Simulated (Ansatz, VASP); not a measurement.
## Two plane-wave programs on Mn

```
CELL_PARAMETERS angstrom
4.03615 0.00000 0.00000
-2.01807 3.49541 0.00000
0.00000 0.00000 2.52995
ATOMIC_POSITIONS crystal
Mn 0.00000 0.00000 0.00000
Mn 0.33333 0.66667 0.50000
Mn 0.66667 0.33333 0.50000
```

Alike in both runs: task single point; functional RPBE; k mesh 10 × 10 × 14; occupations fermi-dirac, width 0.1 eV; no spin polarisation.

|  | VASP | Ansatz |
| --- | --- | --- |
| version | VASP 6.6.1 | Ansatz 0.2.0 |
| potentials or method | VASP PAW PBE potentials, release 64 (Mn_pv), cutoff 520 eV | plane waves (420 eV) with PAW, scalar-relativistic |
| valence electrons in the cell | 39 | 45 |

|  | VASP | Ansatz | Ansatz less VASP |
| --- | --- | --- | --- |
| pressure (GPa) | -16.5 | -16.7 | -0.16 |
| traceless stress, the component that is largest in VASP (GPa) | 0.70 | 0.76 | +0.055 |

VASP's potentials were made for PBE, not for RPBE. VASP's potentials hold 39 valence electrons a cell and Ansatz's 45, so a difference there can come from the potentials and not from the codes.
